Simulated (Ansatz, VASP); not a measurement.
PtSe2: VASP beside Ansatz

```
CELL_PARAMETERS angstrom
3.79848 0.00000 0.00000
-1.89924 3.28958 0.00000
0.00000 0.00000 5.06200
ATOMIC_POSITIONS crystal
Pt 0.00000 0.00000 0.00000
Se 0.66667 0.33333 0.75000
Se 0.33333 0.66667 0.25000
```

Alike in both runs: task single point; functional PBE; k mesh 7 × 7 × 5; occupations fermi-dirac, width 0.05 eV; no spin polarisation.

```csv
,VASP,Ansatz
version,VASP 6.6.1,Ansatz 0.2.0
potentials or method,"VASP PAW PBE potentials, release 64 (Pt, Se)",Ansatz PAW
plane-wave cutoff (eV),520,420
valence electrons in the cell,22,50
```

```tsv
	VASP	Ansatz	Ansatz less VASP
gap on the k mesh at the Fermi level (eV)	none	none	-
pressure (GPa)	1.4	1.5	+0.03
traceless stress, the component that is largest in VASP (GPa)	0.70	0.71	+0.006
rms of the force components (eV/Å)	0.081	0.079	-0.0020
```

Atom by atom the forces differ by 0.002 eV/Å (rms over components). A gap of «none» marks a metal or a gap that the smearing closes. The functional is the same, so the differences come from potentials, cutoffs and numerics. VASP's potentials hold 22 valence electrons a cell and Ansatz's 50, so a difference there can come from the potentials and not from the codes.

Neither program's run includes spin-orbit coupling.
